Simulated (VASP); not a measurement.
Write the native input for VASP 6.6.1 that does the following.

* Task: single point
* Functional: r2SCAN
* Potentials or basis: VASP PAW PBE potentials, release 64 (Ag)
* Cutoff: 520 eV
* k mesh: 24 × 24 × 14
* Occupations: gaussian, width 0.15 eV
* Spin: no spin polarisation
* Dipole correction: no
* Further INCAR settings: ALGO = Normal; EDIFF = 1e-06; NBANDS = 18

Crystal: Ag.

```
CELL_PARAMETERS angstrom
3.04888 0.00000 0.00000
-1.52444 2.64041 0.00000
0.00000 0.00000 4.98524
ATOMIC_POSITIONS crystal
Ag 0.33333 0.66667 0.25000
Ag 0.66667 0.33333 0.75000
```

This cell differs from its parent crystal: strain +0.050 along x and y, +0.050 along z.

These files were run (other wordings do the same):

POSCAR

```
Ag
1.0
    3.0488805539      0.0000000000      0.0000000000
   -1.5244402769      2.6404080128      0.0000000000
    0.0000000000      0.0000000000      4.9852386452
Ag
2
Direct
    0.3333333333      0.6666666667      0.2500000000
    0.6666666667      0.3333333333      0.7500000000
```

INCAR.step1

```
SYSTEM = Ag
PREC = Accurate
ENCUT = 520
ISMEAR = 0
SIGMA = 0.15
LREAL = .FALSE.
LASPH = .TRUE.
NELM = 80
NBANDS = 18
GGA = PE
ALGO = Normal
EDIFF = 1E-4
LWAVE = .TRUE.
LCHARG = .FALSE.
```

INCAR.step2

```
SYSTEM = Ag
PREC = Accurate
ENCUT = 520
EDIFF = 1E-6
ISMEAR = 0
SIGMA = 0.15
LREAL = .FALSE.
LASPH = .TRUE.
NELM = 80
ALGO = Normal
ISIF = 2
LWAVE = .FALSE.
LCHARG = .FALSE.
METAGGA = R2SCAN
LMIXTAU = .TRUE.
NBANDS = 18
ISTART = 1
```

KPOINTS

```
regular mesh
0
G
  24 24 14
  0 0 0
```

Potentials or basis: VASP PAW PBE potentials, release 64 (Ag).

The run is started by

```sh
$ cat potpaw_PBE.64/Ag/POTCAR > POTCAR
$ cp INCAR.step1 INCAR
$ mpirun -np 1 vasp_std > vasp.out
$ cp INCAR.step2 INCAR
$ mpirun -np 1 vasp_std > vasp.out
```

It gave:

- Pressure: -9.9 GPa
- Band gap on the k mesh: zero (band 11 reaches 10.24 eV, above the bottom of band 12 at 2.81 eV)

Caveat: the cell differs from its parent crystal (strain +0.050 along x and y, +0.050 along z); the PAW data sets were made with another functional, which shifts forces and pressure a little.

Wall time 8.8 min on 1 thread of Intel(R) Xeon(R) Platinum 8375C CPU @ 2.90GHz (Ice Lake), with other jobs on the host, peak memory 0.4 GiB.
